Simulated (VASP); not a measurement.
Crystal: Y4Be.

```
CELL_PARAMETERS angstrom
-3.15681 3.15681 3.15681
3.15681 -3.15681 3.15681
3.15681 3.15681 -3.15681
ATOMIC_POSITIONS crystal
Y 0.50000 0.50000 0.50000
Y 0.00000 0.00000 0.50000
Y 0.00000 0.50000 0.00000
Y 0.50000 0.00000 0.00000
Be 0.00000 0.00000 0.00000
```

| Quantity | Value |
| --- | --- |
| Program | VASP 6.6.1 |
| Task | relaxation of cell and atoms |
| Functional | PBE |
| Potentials or basis | VASP PAW PBE potentials, release 64 (Y_sv, Be) |
| Cutoff | 600 eV |
| k mesh | 4 × 4 × 4 |
| Occupations | gaussian, width 0.1 eV |
| Spin | no spin polarisation |

At the start: pressure 8.0 GPa; volume 25.17 Å³/atom.

Task: Where does the relaxation end?

Result: Over 3 steps the energy falls by 96.6 meV/atom and the volume is 29.52 Å³/atom (+17.3 %); space group Im-3m (No. 229, to 0.05 Å).

The path:
```tsv
step	energy change (eV)	largest force (eV/Å)	pressure (GPa)	volume (Å³)
1	0.0000	0.0000	7.95	125.84
2	-0.4787	0.0000	-0.57	149.99
3	-0.4829	0.0000	0.02	147.59
```

Final structure:
```xyz
5
Lattice="-3.3291 3.3291 3.3291 3.3291 -3.3291 3.3291 3.3291 3.3291 -3.3291" Properties=species:S:1:pos:R:3 pbc="T T T"
Y     1.6646    1.6646    1.6646
Y     1.6646    1.6646   -1.6646
Y     1.6646   -1.6646    1.6646
Y    -1.6646    1.6646    1.6646
Be    0.0000    0.0000    0.0000
```

Caveat: the volume moved by over 15 % at a fixed basis, so the end points are rough.
